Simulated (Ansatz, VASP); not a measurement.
**One calculation of CdO, two programs**

```
CELL_PARAMETERS angstrom
0.00000 2.36099 2.36099
2.36099 0.00000 2.36099
2.36099 2.36099 0.00000
ATOMIC_POSITIONS crystal
Cd 0.27100 0.35600 0.38600
O 0.77100 0.85600 0.88600
```

Alike in both runs: functional PBE; k mesh 2 × 2 × 2; occupations gaussian, width 0.1 eV; no spin polarisation.

Ansatz relaxed the structure, and its values are those at the end. VASP's run is a single point on that final structure, the one shown.

|  | VASP | Ansatz |
| --- | --- | --- |
| version | VASP 6.6.1 | Ansatz 0.2.0 |
| potentials or method | VASP PAW PBE potentials, release 64 (Cd_sv_GW, O) | scalar-relativistic, plane waves, PAW |
| plane-wave cutoff (eV) | 700 | 420 |
| valence electrons in the cell | 26 | 26 |

VASP gave:

| Quantity | Value |
| --- | --- |
| gap on the k mesh at the Fermi level (eV) | none |
| pressure (GPa) | 11.4 |

Problem. Which values does Ansatz return?

Solution. gap on the k mesh at the Fermi level (eV): none; pressure (GPa): 11.5.

A gap of «none» marks a metal or a gap that the smearing closes. Ansatz's warnings: stress scf threshold loose.

The k mesh is coarse, so the values compare programs but aren't converged.
